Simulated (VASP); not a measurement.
# HfC (Fm-3m) in VASP: a series of runs

The runs below take HfC through elastic constants, with b88 exchange, pbe correlation, r2SCAN+D3(BJ).

All numbers are computed with VASP 6.6.1; they aren't measurements. Logs are shortened: lines on timing, memory, paths and dates and some standing lists are left out, and cuts for length are marked.

### Step 1. The cell of the first run

Symmetry: Fm-3m, No. 225, cubic system. Conventional cell: a = 4.872 Å, b = 4.872 Å, c = 4.872 Å, α = 90.00°, β = 90.00°, γ = 90.00°. Within 3.2 Å of Hf (site symmetry m-3m) lie 6 C at 2.44 Å. C (site symmetry m-3m) has 6 Hf at 2.44 Å within 3.2 Å.

### Step 2. Elastic constants, b88 exchange, pbe correlation (14.45 Å³/atom)

File INCAR:

```
PREC = Accurate ; ENCUT = 600
EDIFF = 1E-8 ; ISMEAR = -1
SIGMA = 0.025 ; LREAL = F
LASPH = T ; NELM = 120
ALGO = Normal ; ISIF = 3
LWAVE = F ; LCHARG = F
GGA = LIBXC ; LIBXC1 = GGA_X_B88
LIBXC2 = GGA_C_PBE ; NBANDS = 14
IBRION = 6 ; NFREE = 2
POTIM = 0.015 ; NSW = 1
GGA_COMPAT = F
```

File KPOINTS:

```
regular mesh
0
Gamma
  8 8 8
```

File POSCAR:

```
HfC
1.0
    0.0000000000      2.4358782100      2.4358782100
    2.4358782100      0.0000000000      2.4358782100
    2.4358782100      2.4358782100      0.0000000000
Hf C
1 1
Direct
    0.5000000000      0.5000000000      0.5000000000
    0.0000000000      0.0000000000      0.0000000000
```

Potentials or basis: VASP PAW PBE potentials, release 64 (Hf_pv, C).

Run with:

```
$ cat potpaw_PBE.64/Hf_pv/POTCAR potpaw_PBE.64/C/POTCAR > POTCAR
$ mpirun -np 1 vasp_std > vasp.out
```

OUTCAR:

```text
PREC = Accurate
   ENCUT = 600
   EDIFF = 1E-8
   ISMEAR = -1
   LREAL = F
   LASPH = T
   NELM = 120
   ISIF = 3
   GGA = LIBXC
   IBRION = 6
   NFREE = 2
   POTIM = 0.015
   NSW = 1

 ion  position               nearest neighbor table
   1  0.500  0.500  0.500-   2 2.44   2 2.44   2 2.44   2 2.44   2 2.44   2 2.44
   2  0.000  0.000  0.000-   1 2.44   1 2.44   1 2.44   1 2.44   1 2.44   1 2.44

  LATTYP: Found a face centered cubic cell.
 ALAT       =     4.8717564200

  Lattice vectors:

 A1 = (   0.0000000000,   2.4358782100,   2.4358782100)
 A2 = (   2.4358782100,   0.0000000000,   2.4358782100)
 A3 = (   2.4358782100,   2.4358782100,   0.0000000000)

Analysis of symmetry for initial positions (statically):
=====================================================================
 Subroutine PRICEL returns:
 Original cell was already a primitive cell.

 Routine SETGRP: Setting up the symmetry group for a
 face centered cubic supercell.

 Subroutine GETGRP returns: Found 48 space group operations
 (whereof 48 operations were pure point group operations)
 out of a pool of 48 trial point group operations.

The static configuration has the point symmetry O_h .

Analysis of symmetry for dynamics (positions and initial velocities):
=====================================================================
 Subroutine PRICEL returns:
 Original cell was already a primitive cell.

 Routine SETGRP: Setting up the symmetry group for a
 face centered cubic supercell.

 Subroutine GETGRP returns: Found 48 space group operations
 (whereof 48 operations were pure point group operations)
 out of a pool of 48 trial point group operations.

The dynamic configuration has the point symmetry O_h .

 Subroutine INISYM returns: Found 48 space group operations
 (whereof 48 operations are pure point group operations),
 and found     1 'primitive' translations

----------------------------------------------------------------------------------------

                                     Primitive cell

  volume of cell :      28.9066

  direct lattice vectors                    reciprocal lattice vectors
     0.000000000  2.435878210  2.435878210    -0.205264778  0.205264778  0.205264778
     2.435878210  0.000000000  2.435878210     0.205264778 -0.205264778  0.205264778
     2.435878210  2.435878210  0.000000000     0.205264778  0.205264778 -0.205264778

  length of vectors
     3.444852001  3.444852001  3.444852001     0.355529024  0.355529024  0.355529024

  position of ions in fractional coordinates (direct lattice)
     0.500000000  0.500000000  0.500000000
     0.000000000  0.000000000  0.000000000

  ion indices of the primitive-cell ions
   primitive index   ion index
                 1           1
                 2           2

----------------------------------------------------------------------------------------

 KPOINTS: regular mesh

Automatic generation of k-mesh.
 Grid dimensions read from file:
 generate k-points for:    8    8    8

 Generating k-lattice:

  Cartesian coordinates                     Fractional coordinates (reciprocal lattice)
    -0.025658097  0.025658097  0.025658097     0.125000000  0.000000000  0.000000000
     0.025658097 -0.025658097  0.025658097     0.000000000  0.125000000  0.000000000
     0.025658097  0.025658097 -0.025658097     0.000000000  0.000000000  0.125000000

  Length of vectors
     0.044441128  0.044441128  0.044441128

  Shift w.r.t. Gamma in fractional coordinates (k-lattice)
     0.000000000  0.000000000  0.000000000

 Subroutine IBZKPT returns following result:
 ===========================================

 Found     29 irreducible k-points:

 Following reciprocal coordinates:
            Coordinates               Weight
  0.000000  0.000000  0.000000      1.000000
  0.125000  0.000000  0.000000      8.000000
  0.250000  0.000000  0.000000      8.000000
  0.375000  0.000000  0.000000      8.000000
  0.500000  0.000000  0.000000      4.000000
  0.125000  0.125000  0.000000      6.000000
[... 16 lines left out ...]
  0.500000  0.250000  0.125000     48.000000
 -0.375000  0.250000  0.125000     24.000000
[... 35 lines left out ...]
   EFERMI_NEDOS =   21; number of points for ismear=-14 and -15
   IALGO  =     38    algorithm
   IMIX   =      4    mixing-type and parameters
     AMIX     =   0.40;   BMIX     =  1.00
     AMIX_MAG =   1.60;   BMIX_MAG =  1.00
  volume/ion in A,a.u.               =      14.45        97.54
  Fermi-wavevector in a.u.,A,eV,Ry     =   1.285638  2.429503 22.488585  1.652864
  Thomas-Fermi vector in A             =   2.417760
   LORBIT       =      0    0 simple, 1 ext, 2 COOP (PROOUT), +10 PAW based schemes
   GGA     = LIBXC    functional components
   LHFCALC =     F    Hartree Fock is set to
   AEXX    =    0.0000 exact exchange contribution
   IVDW    =     0    specifies the selected vdW correction
   LEPSILON=     F    determine dielectric tensor
   LRPA    =     F    only Hartree local field effects (RPA)
 finite differences with symmetry
 non-spin polarized calculation
  energy-cutoff  :      600.00
  volume of cell :       28.91
 maximum number of plane-waves:       982
   NGX = 13   NGY = 13   NGZ = 13

--------------------------------------- Ionic step        1  -------------------------------------------

 number of electron      14.0000001 magnetization

 Free energy of the ion-electron system (eV)
  ---------------------------------------------------
  ext. energy  EPLUGINS =         0.00000000
  ---------------------------------------------------
  free energy    TOTEN  =       -20.46571406 eV

  energy without entropy =      -20.46553187  energy(sigma->0) =      -20.46562297

------------------------ aborting loop because EDIFF is reached ----------------------------------------

  FORCE on cell =-STRESS in cart. coord.  units (eV):
  Direction    XX          YY          ZZ          XY          YZ          ZX
  --------------------------------------------------------------------------------------
  -------------------------------------------------------------------------------------
  Total       -4.6221857     -4.6221857     -4.6221857      0.0000000      0.0000000     -0.0000000
  in kB     -256.1894659   -256.1894659   -256.1894659      0.0000000      0.0000000     -0.0000000
  external PRESSURE =    -256.1894659 kB  Pullay stress =       0.0000000 kB
[... 89 lines left out ...]
  FREE ENERGIE OF THE ION-ELECTRON SYSTEM (eV)
  ---------------------------------------------------
  free  energy   TOTEN  =       -20.5294200026 eV

  energy  without entropy=      -20.5290401392  energy(sigma->0) =      -20.52923007

[... ionic steps 4 to 14 ...]

--------------------------------------- Ionic step       15  -------------------------------------------

 number of electron      14.0000000 magnetization

------------------------ aborting loop because EDIFF is reached ----------------------------------------
[... 67 lines left out ...]
--------------------------------------- Ionic step       17  -------------------------------------------

 number of electron      14.0000001 magnetization

 Free energy of the ion-electron system (eV)
  ---------------------------------------------------
  ext. energy  EPLUGINS =         0.00000000
  ---------------------------------------------------
  free energy    TOTEN  =       -20.46520006 eV

  energy without entropy =      -20.46500326  energy(sigma->0) =      -20.46510166

 E-fermi :   4.8060     XC(G=0): -11.6242

 val. band max:        4.7005564606   @ k =   0.5000   0.5000   0.0000
 cond. band min:       4.9077096855   @ k =   0.1250   0.1250   0.0000
 fundamental gap:      0.2071532248
 Fermi energy:         4.8060083458

 k-point     1 :       0.0000    0.0000    0.0000
  band No.  band energies     occupation
      1     -25.3976      2.00000
      2     -25.3976      2.00000
      3     -25.3975      2.00000
      4      -6.7132      2.00000
      5       5.8061      0.00000
      6       5.8061      0.00000
      7       5.8161      0.00000
      8       6.2027      0.00000
      9       6.2188      0.00000
     10       6.2188      0.00000
     11       7.8252      0.00000
     12       7.8321      0.00000
     13      10.1598      0.00000
     14      15.5520      0.00000
[... 377 lines left out ...]
      1     -25.7277      2.00000
      2     -25.5402      2.00000
      3     -25.4738      2.00000
      4      -4.0747      2.00000
      5       0.3697      2.00000
      6       2.3862      2.00000
      7       2.7316      2.00000
      8       8.3073      0.00000
      9       8.5462      0.00000
     10       9.9817      0.00000
     11      12.3365      0.00000
     12      12.9284      0.00000
     13      14.5388      0.00000
     14      16.2067      0.00000

 [... further k-points ...]
[... 5 lines left out ...]
  --------------------------------------------------------------------------------------
  -------------------------------------------------------------------------------------
  Total       -4.6152259     -4.6219012     -4.6219012      0.0000000      0.0000000      0.0000000
  in kB     -255.8037082   -256.1736932   -256.1736932      0.0000000      0.0000000      0.0000000
  external PRESSURE =    -256.0503649 kB  Pullay stress =       0.0000000 kB
[... 17 lines left out ...]
  FREE ENERGIE OF THE ION-ELECTRON SYSTEM (eV)
  ---------------------------------------------------
  free  energy   TOTEN  =       -20.4652000595 eV

  energy  without entropy=      -20.4650032617  energy(sigma->0) =      -20.46510166

 INTERNAL STRAIN TENSORS FROM STRAINED CELLS
 ============================================

 INTERNAL STRAIN TENSOR FOR ION    1 for displacements in x,y,z  (eV/Angst):
          X           Y           Z          XY          YZ          ZX
  --------------------------------------------------------------------------------
  x     0.00000     0.00000     0.00000     0.00000     0.00000     0.00000
  y     0.00000    -0.00000     0.00000    -0.00000     0.00000     0.00000
  z    -0.00000    -0.00000    -0.00000     0.00000     0.00000     0.00000

 INTERNAL STRAIN TENSORS FROM DISPLACED ATOMS
 ============================================

 INTERNAL STRAIN TENSOR FOR ION    1 for displacements in x,y,z  (eV/Angst):
          X           Y           Z          XY          YZ          ZX
  --------------------------------------------------------------------------------
  x     0.00000     0.00000     0.00000     0.00000     0.00000     0.00000
  y     0.00000     0.00000     0.00000     0.00000     0.00000     0.00000
  z     0.00000     0.00000     0.00000     0.00000     0.00000     0.00000

 INTERNAL STRAIN TENSOR FOR ION    2 for displacements in x,y,z  (eV/Angst):
          X           Y           Z          XY          YZ          ZX
  --------------------------------------------------------------------------------
  x     0.00000     0.00000     0.00000     0.00000     0.00000     0.00000
  y     0.00000     0.00000     0.00000     0.00000     0.00000     0.00000
  z     0.00000     0.00000     0.00000     0.00000     0.00000     0.00000

 Eigenvectors and eigenvalues of the dynamical matrix
 ----------------------------------------------------

   1 f  =    9.958255 THz    62.569559 2PiTHz  332.171618 cm-1    41.184013 meV
             X         Y         Z           dx          dy          dz
      2.435878  2.435878  2.435878    -0.059560   -0.244310    0.000000
      0.000000  0.000000  0.000000     0.229241    0.940326    0.000000
[... 21 lines left out ...]
   6 f/i=    0.003792 THz     0.023827 2PiTHz    0.126493 cm-1     0.015683 meV
             X         Y         Z           dx          dy          dz
      2.435878  2.435878  2.435878    -0.001560    0.047335   -0.966707
      0.000000  0.000000  0.000000    -0.000405    0.012298   -0.251164

--------------------------------------------------------------------------------------------------------

 ELASTIC MODULI CONTR FROM IONIC RELAXATION (kBar)
 Direction    XX          YY          ZZ          XY          YZ          ZX
 --------------------------------------------------------------------------------
 XX           0.0000      0.0000      0.0000      0.0000      0.0000      0.0000
 YY           0.0000      0.0000      0.0000      0.0000      0.0000      0.0000
 ZZ           0.0000      0.0000      0.0000      0.0000      0.0000      0.0000
 XY           0.0000      0.0000      0.0000      0.0000      0.0000      0.0000
 YZ           0.0000      0.0000      0.0000      0.0000      0.0000      0.0000
 ZX           0.0000      0.0000      0.0000      0.0000      0.0000      0.0000
 --------------------------------------------------------------------------------

 TOTAL ELASTIC MODULI (kBar)
 Direction    XX          YY          ZZ          XY          YZ          ZX
 --------------------------------------------------------------------------------
 XX        2841.5938    869.9439    869.9439     -0.0000      0.0000      0.0000
 YY         869.9439   2841.5938    869.9439      0.0000     -0.0000      0.0000
 ZZ         869.9439    869.9439   2841.5938      0.0000     -0.0000      0.0000
 XY          -0.0000      0.0000      0.0000   1556.7777      0.0000     -0.0000
 YZ           0.0000     -0.0000     -0.0000      0.0000   1556.7777      0.0000
 ZX           0.0000      0.0000      0.0000     -0.0000      0.0000   1556.7777
 --------------------------------------------------------------------------------
```

Run time: 7.6 min. Hardware: 1 thread of Intel Xeon Platinum 8375C at 2.90GHz (Ice Lake), shared host; peak memory 0.27 GiB.

What came out:

```yaml
Elastic_constants_C11_C12_C44: 284, 87, 156 GPa
Voigt_bulk_modulus: 153 GPa
Highest_phonon_frequency_at_Γ: 332 cm⁻¹
```

Phonon frequencies in cm⁻¹ (negative: imaginary):
```csv
q point,frequencies
"(0.000, 0.000, 0.000)",0 0 0 332 332 332
```

Elastic tensor in Voigt notation (GPa, in the Cartesian axes of the cell as first typed):
```
284  87  87   0   0   0
 87 284  87   0   0   0
 87  87 284   0   0   0
  0   0   0 156   0   0
  0   0   0   0 156   0
  0   0   0   0   0 156
```

Clamped-ion elastic tensor (GPa):
```
284  87  87   0   0   0
 87 284  87   0   0   0
 87  87 284   0   0   0
  0   0   0 156   0   0
  0   0   0   0 156   0
  0   0   0   0   0 156
```

Caveat: the cell is under stress, which shifts elastic constants; the PAW data sets were made with another functional, which shifts forces and pressure a little; spin-orbit coupling is left out, which moves the levels of the heavy elements.

### Step 3. Elastic constants, r2SCAN+D3(BJ)

This run uses another cell than the first one, of 12.57 Å³/atom.

File INCAR:

```
SYSTEM = HfC
PREC     = Accurate       ! precision mode
ENCUT    = 660            ! plane-wave cutoff, eV
EDIFF    = 1E-8           ! SCF threshold, eV
ISMEAR   = 0              ! smearing method
SIGMA    = 0.15           ! smearing width, eV
LREAL    = .FALSE.        ! projectors in reciprocal space
LASPH    = .TRUE.         ! aspherical terms in the spheres
NELM     = 120            ! most SCF steps
ALGO     = Normal         ! electronic algorithm
ISIF     = 3              ! what is computed and relaxed
LWAVE    = .FALSE.        ! write WAVECAR
LCHARG   = .FALSE.        ! write CHGCAR
METAGGA  = R2SCAN         ! meta-GGA
LMIXTAU  = .TRUE.       
IVDW     = 12             ! dispersion correction
VDW_S6   = 1.0          
VDW_S8   = 0.78981345   
VDW_A1   = 0.49484001   
VDW_A2   = 5.73083694   
NBANDS   = 14             ! bands
IBRION   = 6              ! ionic algorithm
NFREE    = 2            
POTIM    = 0.015          ! step
NSW      = 1              ! ionic steps
GGA_COMPAT= .FALSE.
```

File KPOINTS:

```
regular mesh
0
G
  7 7 7
  0 0 0
```

File POSCAR:

```
HfC
1.0
    0.0000000000      2.3250000000      2.3250000000
    2.3250000000      0.0000000000      2.3250000000
    2.3250000000      2.3250000000      0.0000000000
Hf C
1 1
Direct
    0.5000000000      0.5000000000      0.5000000000
    0.0000000000      0.0000000000      0.0000000000
```

Potentials or basis: VASP PAW PBE potentials, release 64 (Hf_pv, C).

Run with:

```
$ cat potpaw_PBE.64/Hf_pv/POTCAR potpaw_PBE.64/C/POTCAR > POTCAR
$ mpirun -np 1 vasp_std > vasp.out
```

Wall time 13 min (1 thread of Intel Xeon 6975P-C (Granite Rapids), shared host); peak memory 0.26 GiB.

It converged, with:

```yaml
Elastic_constants_C11_C12_C44: 487, 121, 181 GPa
Voigt_bulk_modulus: 243 GPa
Highest_phonon_frequency_at_Γ: 450 cm⁻¹
Dispersion_energy_per_atom: -0.170 eV
```

Phonon frequencies in cm⁻¹ (negative: imaginary):
| q point | frequencies |
| --- | --- |
| (0.000, 0.000, 0.000) | 0 0 0 450 450 450 |

Elastic tensor in Voigt notation (GPa, in the Cartesian axes of the cell as first typed):
```
487 121 121   0   0   0
121 487 121   0   0   0
121 121 487   0   0   0
  0   0   0 181   0   0
  0   0   0   0 181   0
  0   0   0   0   0 181
```

Clamped-ion elastic tensor (GPa):
```
487 121 121   0   0   0
121 487 121   0   0   0
121 121 487   0   0   0
  0   0   0 181   0   0
  0   0   0   0 181   0
  0   0   0   0   0 181
```

Caveat: the cell is under stress, which shifts elastic constants; the PAW data sets were made with another functional, which shifts forces and pressure a little; spin-orbit coupling is left out, which moves the levels of the heavy elements.
